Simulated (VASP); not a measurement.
# C (P1) in VASP: further runs

Runs on C. Level: r2SCAN. Tasks: single point.

Program: VASP 6.6.1. These are calculated values, not measurements. Logs are shortened: lines on timing, memory, paths and dates and some standing lists are left out, and cuts for length are marked.

### Step 1. The cell of the first run

The typed cell holds 4 atoms: a = 2.517 Å, b = 2.517 Å, c = 4.360 Å, α = 73.22°, β = 73.22°, γ = 60.00°.

### Step 2. Single point, r2SCAN (mode 4 frozen in at -0.074 Å and mode 9 at -0.040 Å (largest displacements))

Input file POSCAR:

```
C
1.0
    0.0000000000     -1.7801161419     -1.7801161419
   -1.7801161419      0.0000000000     -1.7801161419
    1.7801161419      1.7801161419     -3.5602322838
C
4
Direct
    0.7281548793      0.7855859521      0.7402700021
    0.2718451207      0.2144140479      0.2597299979
    0.3466679065      0.4040989793      0.8847299774
    0.9033320935      0.8459010207      0.3652700226
```

Input file INCAR.step1:

```
SYSTEM = C
  PREC = Accurate
  ENCUT = 520
  ISMEAR = 0
  SIGMA = 0.05
  LREAL = .FALSE.
  LASPH = .TRUE.
  NELM = 100
  NBANDS = 16
  GGA = PE
  ALGO = Normal
  EDIFF = 1E-4
  LWAVE = .TRUE.
  LCHARG = .FALSE.
```

Input file INCAR.step2:

```
SYSTEM = C
  PREC = Accurate
  ENCUT = 520
  EDIFF = 1E-7
  ISMEAR = 0
  SIGMA = 0.05
  LREAL = .FALSE.
  LASPH = .TRUE.
  NELM = 100
  ALGO = Normal
  ISIF = 2
  LWAVE = .FALSE.
  LCHARG = .TRUE.
  METAGGA = R2SCAN
  LMIXTAU = .TRUE.
  LELF = .TRUE.
  LVHAR = .TRUE.
  NBANDS = 16
  ISTART = 1
```

Input file KPOINTS:

```
Automatic mesh
0
G
  12 12 10
  0 0 0
```

Potentials or basis: VASP PAW PBE potentials, release 64 (C).

On the command line:

```sh
cat potpaw_PBE.64/C/POTCAR > POTCAR
cp INCAR.step1 INCAR
mpirun -np 1 vasp_std > vasp.out
cp INCAR.step2 INCAR
mpirun -np 1 vasp_std > vasp.out
```

OUTCAR:

```text
SYSTEM = C
   PREC = Accurate
   ENCUT = 520
   EDIFF = 1E-7
   ISMEAR = 0
   LREAL = .FALSE.
   LASPH = .TRUE.
   NELM = 100
   ISIF = 2
   METAGGA = R2SCAN
   ISTART = 1

 ion  position               nearest neighbor table
   1  0.728  0.786  0.740-   4 1.55   3 1.57   3 1.57   3 1.57
   2  0.272  0.214  0.260-   4 1.52   4 1.52   4 1.52   3 1.55
   3  0.347  0.404  0.885-   2 1.55   1 1.57   1 1.57   1 1.57
   4  0.903  0.846  0.365-   2 1.52   2 1.52   2 1.52   1 1.55

  LATTYP: Found a trigonal (rhomboedric) cell.
 ALAT       =     4.3603762305
 COS(alpha) =     0.8333333333

  Lattice vectors:

 A1 = (   1.7801161419,   3.5602322838,  -1.7801161419)
 A2 = (   3.5602322838,   1.7801161419,  -1.7801161419)
 A3 = (   1.7801161419,   1.7801161419,  -3.5602322838)

Analysis of symmetry for initial positions (statically):
=====================================================================
 Subroutine PRICEL returns:
 Original cell was already a primitive cell.

 Routine SETGRP: Setting up the symmetry group for a
 trigonal (rhombohedral) supercell.

 Subroutine GETGRP returns: Found  1 space group operations
 (whereof  1 operations were pure point group operations)
 out of a pool of 12 trial point group operations.

The static configuration has the point symmetry C_1 .

Analysis of symmetry for dynamics (positions and initial velocities):
=====================================================================
 Subroutine PRICEL returns:
 Original cell was already a primitive cell.

 Routine SETGRP: Setting up the symmetry group for a
 trigonal (rhombohedral) supercell.

 Subroutine GETGRP returns: Found  1 space group operations
 (whereof  1 operations were pure point group operations)
 out of a pool of 12 trial point group operations.

The dynamic configuration has the point symmetry C_1 .

 Subroutine INISYM returns: Found  1 space group operations
 (whereof  1 operations are pure point group operations),
 and found     1 'primitive' translations

----------------------------------------------------------------------------------------

                                     Primitive cell

  volume of cell :      22.5634

  direct lattice vectors                    reciprocal lattice vectors
     0.000000000 -1.780116142 -1.780116142     0.140440275 -0.421320824 -0.140440275
    -1.780116142  0.000000000 -1.780116142    -0.421320824  0.140440275 -0.140440275
     1.780116142  1.780116142 -3.560232284     0.140440275  0.140440275 -0.140440275
[... 107 lines left out ...]
   LASPH  =      T    aspherical Exc in radial PAW
   ENCUT  =  520.0 eV  38.22 Ry    6.18 a.u.   4.68  4.68  8.11*2*pi/ulx,y,z
   NELM   =    100;   NELMIN=  2; NELMDL=  0     # of ELM steps
   EDIFF  = 0.1E-06   stopping-criterion for ELM
   LREAL  =      F    real-space projection
   EDIFFG = 0.1E-05   stopping-criterion for IOM
   NSW    =      0    number of steps for IOM
   IBRION =     -1    ionic relax: 0-MD 1-quasi-New 2-CG
   NFREE  =      0    steps in history (QN), initial steepest desc. (CG)
   ISIF   =      2    stress and relaxation
   ISYM   =      2    0-nonsym 1-usesym 2-fastsym
   POTIM  = 0.5000    time-step for ionic-motion
   TEBEG  =    0.0;   TEEND  =   0.0 temperature during run
   PSTRESS=    0.0 pullay stress
   NELECT =      16.0000    total number of electrons
   NUPDOWN=      -1.0000    fix difference up-down
   EMIN   =  10.00;   EMAX   =-10.00  energy-range for DOS
   EFERMI =   0.00;   METHOD = LEGACY
   ISMEAR =     0;   SIGMA  =   0.05  broadening in eV -4-tet -1-fermi 0-gaus
   EFERMI_NEDOS =   21; number of points for ismear=-14 and -15
   IALGO  =     38    algorithm
   IMIX   =      4    mixing-type and parameters
     AMIX     =   0.40;   BMIX     =  1.00
     AMIX_MAG =   1.60;   BMIX_MAG =  1.00
  volume/ion in A,a.u.               =       5.64        38.07
  Fermi-wavevector in a.u.,A,eV,Ry     =   1.459867  2.758748 28.996877  2.131210
  Thomas-Fermi vector in A             =   2.576383
   LORBIT       =      0    0 simple, 1 ext, 2 COOP (PROOUT), +10 PAW based schemes
   METAGGA = R2SCAN    functional components
   LHFCALC =     F    Hartree Fock is set to
   AEXX    =    0.0000 exact exchange contribution
   IVDW    =     0    specifies the selected vdW correction
   LEPSILON=     F    determine dielectric tensor
   LRPA    =     F    only Hartree local field effects (RPA)
 non-spin polarized calculation
 Gauss-broadening in eV      SIGMA  =   0.05
  energy-cutoff  :      520.00
  volume of cell :       22.56
 maximum number of plane-waves:       624
   NGX =  9   NGY =  9   NGZ = 17

 number of electron      16.0000001 magnetization

 Free energy of the ion-electron system (eV)
  ---------------------------------------------------
  ext. energy  EPLUGINS =         0.00000000
  ---------------------------------------------------
  free energy    TOTEN  =       -38.93319569 eV

  energy without entropy =      -38.93319569  energy(sigma->0) =      -38.93319569

 E-fermi :  10.1767     XC(G=0): -14.2975

 val. band max:        9.9631944524   @ k =   0.0000   0.0000   0.0000
 cond. band min:      14.0571947371   @ k =   0.0000  -0.4167   0.4000
 fundamental gap:      4.0940002847
 Fermi energy:        10.1767042623

 k-point     1 :       0.0000    0.0000    0.0000
  band No.  band energies     occupation
      1     -13.0162      2.00000
      2      -6.9367      2.00000
      3      -4.3032      2.00000
      4       6.6571      2.00000
      5       6.6819      2.00000
      6       9.8496      2.00000
[... 433 lines left out ...]
      3      -1.3290      2.00000
      4       1.3713      2.00000
      5       2.9090      2.00000
      6       3.9490      2.00000
[... 8 lines left out ...]
     15      23.6545      0.00000
     16      25.5590      0.00000

 [... further k-points ...]
[... 5 lines left out ...]
  --------------------------------------------------------------------------------------
  -------------------------------------------------------------------------------------
  Total        0.0957184      0.2313677      0.4194615     -0.0444165      0.1609662      0.1117701
  in kB        6.7967490     16.4288921     29.7850051     -3.1539180     11.4298396      7.9365388
  external PRESSURE =      17.6702154 kB  Pullay stress =       0.0000000 kB

 VOLUME and BASIS-vectors are now :
 -----------------------------------------------------------------------------
  energy-cutoff  :      520.00
  volume of cell :       22.56
      direct lattice vectors                 reciprocal lattice vectors
     0.000000000 -1.780116142 -1.780116142     0.140440275 -0.421320824 -0.140440275
    -1.780116142  0.000000000 -1.780116142    -0.421320824  0.140440275 -0.140440275
     1.780116142  1.780116142 -3.560232284     0.140440275  0.140440275 -0.140440275

 POSITION                                       TOTAL-FORCE (eV/Angst)
 -----------------------------------------------------------------------------------
     -0.08067      0.02157     -5.33017         2.464570      1.053531     -1.474017
      0.08067     -0.02157     -1.79030        -2.416884     -1.026096      1.473663
      0.85558      0.95781     -4.48630        -0.888330     -2.277792      1.828627
     -0.85558     -0.95781     -4.41428         0.840643      2.250357     -1.828273
 -----------------------------------------------------------------------------------
    total drift:                                0.000025      0.000048      0.000032

  FREE ENERGIE OF THE ION-ELECTRON SYSTEM (eV)
  ---------------------------------------------------
  free  energy   TOTEN  =       -38.9331956924 eV

  energy  without entropy=      -38.9331956924  energy(sigma->0) =      -38.93319569
```

OSZICAR.step1:

```text
N       E                     dE             d eps       ncg     rms          rms(c)
DAV:   1     0.204375514017E+02    0.20438E+02   -0.82545E+03 23208   0.972E+02
DAV:   2    -0.355006911771E+02   -0.55938E+02   -0.51838E+02 33696   0.187E+02
DAV:   3    -0.372720467274E+02   -0.17714E+01   -0.17662E+01 25960   0.286E+01
DAV:   4    -0.372782505402E+02   -0.62038E-02   -0.62033E-02 28720   0.212E+00
DAV:   5    -0.372782794556E+02   -0.28915E-04   -0.28915E-04 25616   0.127E-01    0.787E+00
DAV:   6    -0.363216853567E+02    0.95659E+00   -0.58393E-01 27896   0.485E+00    0.470E+00
DAV:   7    -0.360006362864E+02    0.32105E+00   -0.67686E-01 29064   0.542E+00    0.105E+00
DAV:   8    -0.360034536126E+02   -0.28173E-02   -0.14215E-02 25632   0.805E-01    0.632E-02
DAV:   9    -0.360035277153E+02   -0.74103E-04   -0.22165E-04 29088   0.114E-01
   1 F= -.36003528E+02 E0= -.36003528E+02  d E =-.722106E-18
```

Run time: 9.5 min. Hardware: 1 thread of Intel Xeon Platinum 8488C (Sapphire Rapids), shared host; peak memory 0.28 GiB.

What came out:

| Item | Value |
| --- | --- |
| Free energy | -38.9332 eV |
| Pressure | 1.8 GPa |
| Largest force | 3.059 eV/Å |
| Band gap on the k mesh | 4.09 eV, indirect (least direct gap 5.63 eV) |

Forces in eV/Å, atoms in the order of the input:
```
C    2.465  1.054 -1.474
C   -2.417 -1.026  1.474
C   -0.888 -2.278  1.829
C    0.841  2.250 -1.828
```

Caveat: the cell differs from its parent crystal (mode 4 frozen in at -0.074 Å and mode 9 at -0.040 Å (largest displacements)); the PAW data sets were made with another functional, which shifts forces and pressure a little. A k mesh can miss the band edges.

### Step 3. Single point, r2SCAN (mode 4 frozen in at -0.074 Å and mode 9 at -0.060 Å (largest displacements))

Input file POSCAR:

```
C
1.0
    0.0000000000     -1.7801161419     -1.7801161419
   -1.7801161419      0.0000000000     -1.7801161419
    1.7801161419      1.7801161419     -3.5602322838
C
4
Direct
    0.7297766225      0.7872076953      0.7354050083
    0.2702233775      0.2127923047      0.2645949917
    0.3450461633      0.4024772361      0.8895949713
    0.9049538367      0.8475227639      0.3604050287
```

Input file INCAR.step1:

```
ALGO = Normal
EDIFF = 1E-4
ENCUT = 520
GGA = PE
ISMEAR = 0
LASPH = T
LCHARG = F
LREAL = F
LWAVE = T
NBANDS = 16
NELM = 100
PREC = Accurate
SIGMA = 0.05
```

Input file INCAR.step2:

```
ALGO = Normal
EDIFF = 1E-6
ENCUT = 520
ISIF = 2
ISMEAR = 0
ISTART = 1
LASPH = T
LCHARG = F
LMIXTAU = T
LREAL = F
LWAVE = F
METAGGA = R2SCAN
NBANDS = 16
NELM = 100
PREC = Accurate
SIGMA = 0.05
```

Input file KPOINTS:

```
k-points
0
Gamma
  12 12 10
```

Potentials or basis: VASP PAW PBE potentials, release 64 (C).

On the command line:

```sh
cat potpaw_PBE.64/C/POTCAR > POTCAR
cp INCAR.step1 INCAR
mpirun -np 1 vasp_std > vasp.out
cp INCAR.step2 INCAR
mpirun -np 1 vasp_std > vasp.out
```

Wall time 15 min (1 thread of Oxide Virtual Turin-like, shared host); peak memory 0.25 GiB.

It converged, with:

```
Free energy            : -38.6482 eV
Pressure               : 2.8 GPa
Largest force          : 4.452 eV/Å
Band gap on the k mesh : 3.83 eV, indirect (least direct gap 5.40 eV)
```

Forces on the atoms (eV/Å):
```
C    3.291  1.903 -2.316
C   -3.178 -1.811  2.250
C   -1.741 -3.107  2.664
C    1.628  3.014 -2.599
```

Stress tensor (GPa, compression positive):
```
 1.75 -1.54  2.01
-1.54  2.70  2.36
 2.01  2.36  4.01
```

Levels at points of the mesh, in eV from the valence-band top:
| k point | band 6 | band 7 | band 8 | band 9 | band 10 | band 11 |
| --- | --- | --- | --- | --- | --- | --- |
| (0.00, 0.00, 0.00) | -0.18 | -0.09 | 0.00 | 5.40 | 5.47 | 5.50 |
| (0.50, 0.00, 0.00) | -7.22 | -6.56 | -4.43 | 5.29 | 6.67 | 10.30 |
| (0.00, 0.50, 0.00) | -7.20 | -6.61 | -4.44 | 5.28 | 6.65 | 10.22 |
| (0.50, 0.50, 0.00) | -6.91 | -3.19 | -3.13 | 4.35 | 4.64 | 8.37 |
| (0.00, 0.00, 0.50) | -3.27 | -1.16 | -1.15 | 6.94 | 7.23 | 7.54 |
| (0.50, 0.00, 0.50) | -6.90 | -3.19 | -3.07 | 4.20 | 4.60 | 8.33 |
| (0.00, 0.50, 0.50) | -6.89 | -3.19 | -3.02 | 4.09 | 4.56 | 8.38 |
| (0.50, 0.50, 0.50) | -7.24 | -6.51 | -4.41 | 5.29 | 6.70 | 10.48 |

Caveat: the cell differs from its parent crystal (mode 4 frozen in at -0.074 Å and mode 9 at -0.060 Å (largest displacements)); the PAW data sets were made with another functional, which shifts forces and pressure a little.

### Step 4. Single point, r2SCAN (mode 4 frozen in at -0.074 Å and mode 9 at -0.020 Å (largest displacements))

Input file POSCAR:

```
C
1.0
    0.0000000000     -1.7801161419     -1.7801161419
   -1.7801161419      0.0000000000     -1.7801161419
    1.7801161419      1.7801161419     -3.5602322838
C
4
Direct
    0.7265331361      0.7839642089      0.7451349960
    0.2734668639      0.2160357911      0.2548650040
    0.3482896497      0.4057207225      0.8798649836
    0.9017103503      0.8442792775      0.3701350164
```

Input file INCAR.step1:

```
ALGO = Normal
EDIFF = 1E-4
ENCUT = 520
GGA = PE
ISMEAR = 0
LASPH = True
LCHARG = False
LREAL = False
LWAVE = True
NBANDS = 16
NELM = 80
PREC = Accurate
SIGMA = 0.05
```

Input file INCAR.step2:

```
ALGO = Normal
EDIFF = 1E-6
ENCUT = 520
ISIF = 2
ISMEAR = 0
ISTART = 1
LASPH = True
LCHARG = False
LMIXTAU = True
LREAL = False
LWAVE = False
METAGGA = R2SCAN
NBANDS = 16
NELM = 80
PREC = Accurate
SIGMA = 0.05
```

KPOINTS is that of step 3.

Potentials or basis: VASP PAW PBE potentials, release 64 (C).

On the command line:

```sh
cat potpaw_PBE.64/C/POTCAR > POTCAR
cp INCAR.step1 INCAR
mpirun -np 1 vasp_std > vasp.out
cp INCAR.step2 INCAR
mpirun -np 1 vasp_std > vasp.out
```

OUTCAR:

```text
EDIFF = 1E-6
   ENCUT = 520
   ISIF = 2
   ISMEAR = 0
   ISTART = 1
   LASPH = True
   LREAL = False
   METAGGA = R2SCAN
   NELM = 80
   PREC = Accurate

 ion  position               nearest neighbor table
   1  0.727  0.784  0.745-   4 1.55   3 1.56   3 1.56   3 1.56
   2  0.273  0.216  0.255-   4 1.53   4 1.53   4 1.53   3 1.55
   3  0.348  0.406  0.880-   2 1.55   1 1.56   1 1.56   1 1.56
   4  0.902  0.844  0.370-   2 1.53   2 1.53   2 1.53   1 1.55

  LATTYP: Found a trigonal (rhomboedric) cell.
[... 670 lines left out ...]
     16      25.5668      0.00000

 [... further k-points ...]
[... 5 lines left out ...]
  --------------------------------------------------------------------------------------
  -------------------------------------------------------------------------------------
  Total        0.0119033      0.1487498      0.3386131      0.0609031      0.0561410      0.0066893
  in kB        0.8452294     10.5623838     24.0441454      4.3245895      3.9864423      0.4749924
  external PRESSURE =      11.8172529 kB  Pullay stress =       0.0000000 kB

 VOLUME and BASIS-vectors are now :
 -----------------------------------------------------------------------------
  energy-cutoff  :      520.00
  volume of cell :       22.56
      direct lattice vectors                 reciprocal lattice vectors
     0.000000000 -1.780116142 -1.780116142     0.140440275 -0.421320824 -0.140440275
    -1.780116142  0.000000000 -1.780116142    -0.421320824  0.140440275 -0.140440275
     1.780116142  1.780116142 -3.560232284     0.140440275  0.140440275 -0.140440275

 POSITION                                       TOTAL-FORCE (eV/Angst)
 -----------------------------------------------------------------------------------
     -0.06912      0.03311     -5.34171         1.630173      0.205878     -0.631137
      0.06912     -0.03311     -1.77875        -1.621685     -0.217487      0.669617
      0.84403      0.94627     -4.47475        -0.038644     -1.442229      0.989381
     -0.84403     -0.94627     -4.42583         0.030156      1.453839     -1.027861
 -----------------------------------------------------------------------------------
    total drift:                                0.000017      0.000027      0.000019

  FREE ENERGIE OF THE ION-ELECTRON SYSTEM (eV)
  ---------------------------------------------------
  free  energy   TOTEN  =       -39.1052665419 eV

  energy  without entropy=      -39.1052665419  energy(sigma->0) =      -39.10526654
```

Run time: 15 min. Hardware: 1 thread of Oxide Virtual Turin-like, shared host; peak memory 0.25 GiB.

What came out:

```
Free energy            : -39.1053 eV
Pressure               : 1.2 GPa
Largest force          : 1.781 eV/Å
Band gap on the k mesh : 4.21 eV, indirect (least direct gap 5.71 eV)
```

Forces on the atoms (eV/Å):
```
C    1.630  0.206 -0.631
C   -1.622 -0.217  0.670
C   -0.039 -1.442  0.989
C    0.030  1.454 -1.028
```

Stress tensor (GPa, compression positive):
```
0.08 0.43 0.05
0.43 1.06 0.40
0.05 0.40 2.40
```

Levels at points of the mesh, in eV from the valence-band top:
```csv
k point,band 5,band 6,band 7,band 8,band 9,band 10,band 11,band 12
"(0.00, 0.00, 0.00)",-3.08,-0.19,-0.10,0.00,5.71,5.77,5.80,8.76
"(0.50, 0.00, 0.00)",-7.32,-7.13,-5.62,-4.90,6.02,6.50,10.92,12.52
"(0.00, 0.50, 0.00)",-7.28,-7.11,-5.65,-4.92,6.01,6.48,10.79,12.86
"(0.50, 0.50, 0.00)",-6.82,-6.72,-3.18,-2.99,4.81,5.08,8.74,8.85
"(0.00, 0.00, 0.50)",-2.35,-2.35,-1.57,-1.57,7.37,7.55,7.99,8.37
"(0.50, 0.00, 0.50)",-6.81,-6.73,-3.12,-2.98,4.68,4.98,8.69,8.95
"(0.00, 0.50, 0.50)",-6.82,-6.72,-3.08,-2.98,4.59,4.92,8.76,8.93
"(0.50, 0.50, 0.50)",-7.36,-7.17,-5.58,-4.87,6.04,6.51,11.26,11.91
```

Caveat: the cell differs from its parent crystal (mode 4 frozen in at -0.074 Å and mode 9 at -0.020 Å (largest displacements)); the PAW data sets were made with another functional, which shifts forces and pressure a little. A k mesh can miss the band edges.
